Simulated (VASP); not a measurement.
## BiTe: single point with PBE

BiTe:

```
Bi Te
1.0
     0.00000    3.25188    3.25188
     3.25188    0.00000    3.25188
     3.25188    3.25188    0.00000
Bi Te
1 1
Direct
  0.00000 0.00000 0.00000
  0.50000 0.50000 0.50000
```

```yaml
Program: VASP 6.6.1
Task: single point
Functional: PBE
Potentials_or_basis: VASP PAW PBE potentials, release 64 (Bi_d, Te)
Cutoff: 520 eV
k_mesh: 16 × 16 × 16
Occupations: gaussian, width 0.1 eV
Spin: no spin polarisation
Dipole_correction: no
Further_INCAR_settings: ALGO = Normal; EDIFF = 1e-07; NBANDS = 18
```

```
Pressure               : -0.1 GPa
Band gap on the k mesh : zero (an odd number of electrons rules out a gap without spin polarisation)
```

Levels at points of the mesh, in eV from the Fermi level:
```
           k point  band 6  band 7  band 8  band 9  band 10  band 11  band 12  band 13  band 14  band 15
(0.00, 0.00, 0.00)  -13.41   -8.18   -2.50   -2.50    -2.50     2.13     2.13     2.13     4.70     4.70
(0.50, 0.00, 0.00)  -11.50  -11.19   -1.88   -1.88    -1.60    -0.80    -0.59    -0.59     7.29     7.73
(0.50, 0.50, 0.00)  -11.71   -9.95   -5.55   -3.94    -3.94     2.30     3.52     3.52     4.85     8.62
```

Run time: 76 s on 1 thread of AMD EPYC 9R45 (Zen 5) (shared host), peak memory 0.3 GiB.

Caveat: spin-orbit coupling is left out, which moves the levels of the heavy elements.
